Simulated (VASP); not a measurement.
Wanted: the native input for a VASP 6.6.1 run.

* Task: single point
* Functional: PBE
* Dispersion: D4
* Potentials or basis: VASP PAW PBE potentials, release 64 (Cd, Te)
* Cutoff: 520 eV
* k mesh: 6 × 6 × 6
* Occupations: gaussian, width 0.05 eV
* Spin: no spin polarisation
* Dipole correction: no
* Further INCAR settings: ALGO = Normal; EDIFF = 1e-06; NBANDS = 16

The structure of CdTe lies in POSCAR:

```
CdTe
1.0
    0.0000000000      3.2793749234      3.2793749234
    3.2793749234      0.0000000000      3.2793749234
    3.2793749234      3.2793749234      0.0000000000
Cd Te
1 1
Direct
    0.0000000000      0.0000000000      0.0000000000
    0.2500000000      0.2500000000      0.2500000000
```

This cell differs from its parent crystal: volume scaled by 1.02.

One way to write it, as run:

INCAR

```
ALGO = Normal
EDIFF = 1E-6
ENCUT = 520
GGA = PE
ISIF = 2
ISMEAR = 0
IVDW = 13
LASPH = T
LCHARG = F
LREAL = F
LWAVE = F
NBANDS = 16
NELM = 100
PREC = Accurate
SIGMA = 0.05
```

KPOINTS

```
k-points
0
Gamma
  6 6 6
```

Potentials or basis: VASP PAW PBE potentials, release 64 (Cd, Te).

Launch:

```sh
$ cat potpaw_PBE.64/Cd/POTCAR potpaw_PBE.64/Te/POTCAR > POTCAR
$ mpirun -np 1 vasp_std > vasp.out
```

It gave:

The pressure is -0.6 GPa. The band gap on the k mesh is 0.66 eV, direct and the dispersion energy per atom is -0.341 eV.

Caveat: spin-orbit coupling is left out, which moves the levels of the heavy elements.

Run time: 28 s on 1 thread of Intel Xeon 6975P-C (shared host), peak memory 0.21 GiB.
